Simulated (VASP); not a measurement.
# Ti in VASP: further runs

Runs on Ti. Level: PBEsol. Tasks: single point.

Everything below comes from runs of VASP 6.6.1. Logs are shortened: lines on timing, memory, paths and dates and some standing lists are left out, and cuts for length are marked.

### 1 The cell of the first run

It takes space group Fmmm (No. 69, orthorhombic). The conventional cell has a = 3.210 Å, b = 4.373 Å, c = 4.706 Å, α = 90.00°, β = 90.00°, γ = 90.00°. Within 3.6 Å of Ti (site symmetry mmm) lie 14 Ti at 2.71 to 3.21 Å.

### 2 Single point, PBEsol (engineering shear strain xy -0.0733, normal strain along z +0.0000)

INCAR

```
SYSTEM = Ti
PREC = Accurate
ENCUT = 520
EDIFF = 1E-6
ISMEAR = 0
SIGMA = 0.15
LREAL = .FALSE.
LASPH = .TRUE.
NELM = 100
ALGO = Fast
ISIF = 2
LWAVE = .FALSE.
LCHARG = .FALSE.
GGA = PS
NBANDS = 12
```

KPOINTS

```
Automatic mesh
0
G
  20 20 20
  0 0 0
```

POSCAR

```
Ti
1.0
   -1.6637718523      1.6637718523      1.6049504194
    1.6637718523     -1.6637718523      1.6049504194
    1.5461289865      1.5461289865     -1.6049504194
Ti
1
Direct
    0.0000000000      0.0000000000      0.0000000000
```

Potentials or basis: VASP PAW PBE potentials, release 64 (Ti_sv).

Run with:

```console
cat potpaw_PBE.64/Ti_sv/POTCAR > POTCAR
mpirun -np 1 vasp_std > vasp.out
```

OUTCAR:

```text
SYSTEM = Ti
   PREC = Accurate
   ENCUT = 520
   EDIFF = 1E-6
   ISMEAR = 0
   LREAL = .FALSE.
   LASPH = .TRUE.
   NELM = 100
   ISIF = 2
   GGA = PS

 ion  position               nearest neighbor table
   1  0.000  0.000  0.000-

  LATTYP: Found a face centered orthorhombic cell.
 ALAT       =     3.2099008388
 B/A-ratio  =     1.3623826353
 C/A-ratio  =     1.4660444895

  Lattice vectors:

 A1 = (  -0.1176428658,   3.2099008388,   0.0000000000)
 A2 = (  -1.6637718523,   1.6637718523,   1.6049504194)
 A3 = (   1.5461289865,   1.5461289865,   1.6049504194)

Analysis of symmetry for initial positions (statically):
=====================================================================
 Subroutine PRICEL returns:
 Original cell was already a primitive cell.

 Routine SETGRP: Setting up the symmetry group for a
 face centered orthorhombic supercell.

 Subroutine GETGRP returns: Found  8 space group operations
 (whereof  8 operations were pure point group operations)
 out of a pool of  8 trial point group operations.

The static configuration has the point symmetry D_2h.

Analysis of symmetry for dynamics (positions and initial velocities):
=====================================================================
 Subroutine PRICEL returns:
 Original cell was already a primitive cell.

 Routine SETGRP: Setting up the symmetry group for a
 face centered orthorhombic supercell.

 Subroutine GETGRP returns: Found  8 space group operations
 (whereof  8 operations were pure point group operations)
 out of a pool of  8 trial point group operations.

The dynamic configuration has the point symmetry D_2h.

 Subroutine INISYM returns: Found  8 space group operations
 (whereof  8 operations are pure point group operations),
 and found     1 'primitive' translations

----------------------------------------------------------------------------------------

                                     Primitive cell

  volume of cell :      16.5143

  direct lattice vectors                    reciprocal lattice vectors
    -1.663771852  1.663771852  1.604950419     0.011433155  0.311955129  0.311536104
     1.663771852 -1.663771852  1.604950419     0.311955129  0.011433155  0.311536104
     1.546128987  1.546128987 -1.604950419     0.323388284  0.323388284  0.000000000

  length of vectors
     2.848181771  2.848181771  2.712359772     0.441023200  0.441023200  0.457340097

  position of ions in fractional coordinates (direct lattice)
     0.000000000  0.000000000  0.000000000

  ion indices of the primitive-cell ions
   primitive index   ion index
                 1           1

----------------------------------------------------------------------------------------

 KPOINTS: Automatic mesh

Automatic generation of k-mesh.
 Grid dimensions read from file:
 generate k-points for:   20   20   20

 Generating k-lattice:

  Cartesian coordinates                     Fractional coordinates (reciprocal lattice)
     0.000571658  0.015597756  0.015576805     0.050000000 -0.000000000 -0.000000000
     0.015597756  0.000571658  0.015576805    -0.000000000  0.050000000 -0.000000000
     0.016169414  0.016169414  0.000000000     0.000000000  0.000000000  0.050000000

  Length of vectors
     0.022051160  0.022051160  0.022867005

  Shift w.r.t. Gamma in fractional coordinates (k-lattice)
     0.000000000  0.000000000  0.000000000

 Subroutine IBZKPT returns following result:
 ===========================================

 Found   1166 irreducible k-points:

 Following reciprocal coordinates:
            Coordinates               Weight
  0.000000  0.000000  0.000000      1.000000
  0.050000  0.000000  0.000000      8.000000
  0.100000  0.000000  0.000000      8.000000
  0.150000  0.000000  0.000000      8.000000
  0.200000  0.000000  0.000000      8.000000
  0.250000  0.000000  0.000000      8.000000
[... 16 lines left out ...]
 -0.400000  0.050000 -0.000000      8.000000
 -0.350000  0.050000  0.000000      8.000000
 [... further k-points ...]
   k-points           NKPTS =   1166   k-points in BZ     NKDIM =   1166   number of bands    NBANDS=     12
   number of dos      NEDOS =    301   number of ions     NIONS =      1
   total plane-waves  NPLWV =  11520
   dimension x,y,z NGX =    24 NGY =   24 NGZ =   20
   dimension x,y,z NGXF=    48 NGYF=   48 NGZF=   40
   ions per type =               1
   NGX,Y,Z   is equivalent  to a cutoff of  14.01, 14.01, 12.26 a.u.
   NGXF,Y,Z  is equivalent  to a cutoff of  28.02, 28.02, 24.52 a.u.
 SYSTEM =  Ti
   PREC   = accura    normal or accurate (medium, high low for compatibility)
   ISTART =      0    job   : 0-new  1-cont  2-samecut
   ICHARG =      2    charge: 1-file 2-atom 10-const
   ISPIN  =      1    spin polarized calculation?
   LNONCOLLINEAR =      F non collinear calculations
   LSORBIT =      F    spin-orbit coupling
   LASPH  =      T    aspherical Exc in radial PAW
   ENCUT  =  520.0 eV  38.22 Ry    6.18 a.u.   5.30  5.30  5.04*2*pi/ulx,y,z
   NELM   =    100;   NELMIN=  2; NELMDL= -5     # of ELM steps
   EDIFF  = 0.1E-05   stopping-criterion for ELM
   LREAL  =      F    real-space projection
   EDIFFG = 0.1E-04   stopping-criterion for IOM
   NSW    =      0    number of steps for IOM
   IBRION =     -1    ionic relax: 0-MD 1-quasi-New 2-CG
   NFREE  =      0    steps in history (QN), initial steepest desc. (CG)
   ISIF   =      2    stress and relaxation
   ISYM   =      2    0-nonsym 1-usesym 2-fastsym
   POTIM  = 0.5000    time-step for ionic-motion
   TEBEG  =    0.0;   TEEND  =   0.0 temperature during run
   PSTRESS=    0.0 pullay stress
   NELECT =      12.0000    total number of electrons
   NUPDOWN=      -1.0000    fix difference up-down
   EMIN   =  10.00;   EMAX   =-10.00  energy-range for DOS
   EFERMI =   0.00;   METHOD = LEGACY
   ISMEAR =     0;   SIGMA  =   0.15  broadening in eV -4-tet -1-fermi 0-gaus
   EFERMI_NEDOS =   21; number of points for ismear=-14 and -15
   IALGO  =     68    algorithm
   IMIX   =      4    mixing-type and parameters
     AMIX     =   0.40;   BMIX     =  1.00
     AMIX_MAG =   1.60;   BMIX_MAG =  1.00
  volume/ion in A,a.u.               =      16.51       111.44
  Fermi-wavevector in a.u.,A,eV,Ry     =   1.471798  2.781295 29.472796  2.166189
  Thomas-Fermi vector in A             =   2.586890
   LORBIT       =      0    0 simple, 1 ext, 2 COOP (PROOUT), +10 PAW based schemes
   GGA     = PS    functional components
   LHFCALC =     F    Hartree Fock is set to
   AEXX    =    0.0000 exact exchange contribution
   IVDW    =     0    specifies the selected vdW correction
   LEPSILON=     F    determine dielectric tensor
   LRPA    =     F    only Hartree local field effects (RPA)
 non-spin polarized calculation
 RMM-DIIS sequential band-by-band and
 Gauss-broadening in eV      SIGMA  =   0.15
  energy-cutoff  :      520.00
  volume of cell :       16.51
 maximum number of plane-waves:       460
 NGX is ok and might be reduce to    24
   NGX = 11   NGY = 11   NGZ = 11

 number of electron      12.0000003 magnetization

 Free energy of the ion-electron system (eV)
  ---------------------------------------------------
  ext. energy  EPLUGINS =         0.00000000
  ---------------------------------------------------
  free energy    TOTEN  =        -8.23734147 eV

  energy without entropy =       -8.21285545  energy(sigma->0) =       -8.22509846

 E-fermi :   8.4796     XC(G=0): -11.8718

 val. band max:        8.4765743640   @ k =   0.2500   0.0500   0.2500
 cond. band min:       8.4797869079   @ k =  -0.2500   0.5000   0.0500
 fundamental gap:      0.0032125439
 Fermi energy:         8.4795568681

 k-point     1 :       0.0000    0.0000    0.0000
  band No.  band energies     occupation
      1     -47.7134      2.00000
      2     -23.6517      2.00000
      3     -23.5910      2.00000
      4     -23.5352      2.00000
      5       2.4362      2.00000
      6       9.1245      0.00000
      7       9.4234      0.00000
      8       9.8982      0.00000
      9      11.4223      0.00000
     10      11.5019      0.00000
     11      25.4880      0.00000
     12      26.3092      0.00000

 k-point     2 :       0.0500    0.0000    0.0000
  band No.  band energies     occupation
      1     -47.7093      2.00000
      2     -23.6589      2.00000
      3     -23.6024      2.00000
      4     -23.5439      2.00000
      5       2.5267      2.00000
      6       9.1306      0.00000
      7       9.4384      0.00000
      8       9.8927      0.00000
      9      11.3790      0.00000
     10      11.4920      0.00000
     11      25.5224      0.00000
     12      26.2512      0.00000

 k-point     3 :       0.1000    0.0000    0.0000
  band No.  band energies     occupation
      1     -47.6975      2.00000
      2     -23.6904      2.00000
      3     -23.6355      2.00000
      4     -23.5582      2.00000
      5       2.7924      2.00000
      6       9.1085      0.00000
      7       9.4639      0.00000
      8       9.9250      0.00000
      9      11.2618      0.00000
     10      11.4843      0.00000
     11      25.5223      0.00000
     12      26.0347      0.00000
[... 286 lines left out ...]
 k-point    23 :      -0.4000    0.0500   -0.0000
  band No.  band energies     occupation
      1     -47.5712      2.00000
      2     -24.2809      2.00000
      3     -23.8269      2.00000
      4     -23.5871      2.00000
      5       5.6911      2.00000
      6       8.1885      1.99393
      7       9.0125      0.00000
      8      11.3414      0.00000
      9      11.7303      0.00000
     10      12.4094      0.00000
     11      19.5860      0.00000
     12      22.6137      0.00000

 k-point    24 :      -0.3500    0.0500    0.0000
  band No.  band energies     occupation
      1     -47.5930      2.00000
      2     -24.1784      2.00000
      3     -23.7975      2.00000
      4     -23.5858      2.00000
      5       5.2979      2.00000
      6       8.3485      1.78323
      7       8.8116      0.00174
      8      11.2429      0.00000
      9      11.6463      0.00000
     10      11.9232      0.00000
     11      20.8767      0.00000
     12      23.2029      0.00000

 [... further k-points ...]

------------------------ aborting loop because EDIFF is reached ----------------------------------------

  FORCE on cell =-STRESS in cart. coord.  units (eV):
  Direction    XX          YY          ZZ          XY          YZ          ZX
  --------------------------------------------------------------------------------------
  -------------------------------------------------------------------------------------
  Total       -0.0494955     -0.0494955     -0.0116241      0.2705559     -0.0000000     -0.0000000
  in kB       -4.8019188     -4.8019188     -1.1277415     26.2486197     -0.0000000     -0.0000000
  external PRESSURE =      -3.5771930 kB  Pullay stress =       0.0000000 kB

 VOLUME and BASIS-vectors are now :
 -----------------------------------------------------------------------------
  energy-cutoff  :      520.00
  volume of cell :       16.51
      direct lattice vectors                 reciprocal lattice vectors
    -1.663771852  1.663771852  1.604950419     0.011433155  0.311955129  0.311536104
     1.663771852 -1.663771852  1.604950419     0.311955129  0.011433155  0.311536104
     1.546128987  1.546128987 -1.604950419     0.323388284  0.323388284  0.000000000

 POSITION                                       TOTAL-FORCE (eV/Angst)
 -----------------------------------------------------------------------------------
      0.00000      0.00000      0.00000        -0.000000      0.000000      0.000000
 -----------------------------------------------------------------------------------
    total drift:                                0.000000      0.000000     -0.000000

  FREE ENERGIE OF THE ION-ELECTRON SYSTEM (eV)
  ---------------------------------------------------
  free  energy   TOTEN  =        -8.2373414703 eV

  energy  without entropy=       -8.2128554540  energy(sigma->0) =       -8.22509846
```

Run time: 1.9 min. Hardware: 1 thread of Intel Xeon 6975P-C (Granite Rapids), shared host; peak memory 0.32 GiB.

What came out:

| Quantity | Value |
| --- | --- |
| Free energy | -8.2373 eV |
| Pressure | -0.4 GPa |
| Band gap on the k mesh | zero (band 6 reaches 9.52 eV, above the bottom of band 7 at 7.87 eV) |

Levels at points of the mesh, in eV from the Fermi level:
```tsv
k point	band 3	band 4	band 5	band 6	band 7	band 8	band 9	band 10
(0.00, 0.00, 0.00)	-32.07	-32.01	-6.04	0.64	0.94	1.42	2.94	3.02
(0.50, 0.00, 0.00)	-32.33	-32.06	-2.57	-0.47	1.33	2.94	3.29	4.55
(0.50, 0.50, 0.00)	-32.25	-32.04	-2.62	-0.59	0.80	3.16	3.55	4.39
(0.00, 0.00, 0.50)	-32.41	-32.12	-2.56	-0.34	1.91	2.74	3.00	4.81
(0.50, 0.50, 0.50)	-32.64	-32.53	-2.30	-2.24	3.85	4.18	4.55	8.65
```

Caveat: the cell differs from its parent crystal (engineering shear strain xy -0.0733, normal strain along z +0.0000); the PAW data sets were made with another functional, which shifts forces and pressure a little.

[end of part 1 of 2]
